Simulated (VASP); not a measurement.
K, 2 atoms in the cell. Symmetry: Cmcm, No. 63, orthorhombic system. Conventional cell: a = 4.404 Å, b = 7.560 Å, c = 7.079 Å, α = 90.00°, β = 90.00°, γ = 90.00°. K (site symmetry m2m) has 12 K at 4.34 to 4.40 Å within 5.7 Å. 

- Program: VASP 6.6.1
- Task: single point
- Functional: PBEsol
- Potentials or basis: VASP PAW PBE potentials, release 64 (K_sv)
- Cutoff: 520 eV
- k mesh: 10 × 10 × 6
- Occupations: gaussian, width 0.1 eV
- Spin: no spin polarisation
- Dipole correction: no
- Further INCAR settings: ALGO = Normal; EDIFF = 1e-06; NBANDS = 16

Potentials or basis: VASP PAW PBE potentials, release 64 (K_sv).

Run with:

```console
$ cat potpaw_PBE.64/K_sv/POTCAR > POTCAR
$ mpirun -np 1 vasp_std > vasp.out
```

Hardware: 1 thread of AMD EPYC 7R43 64-Core Processor (Zen 3), with other jobs on the host.

Q: Estimate the wall time of this run.

A: It took 4.3 min on 1 thread of AMD EPYC 7R43 64-Core Processor (Zen 3) (shared host), peak memory 0.32 GiB. Counts: scf iterations 11, k points 124.
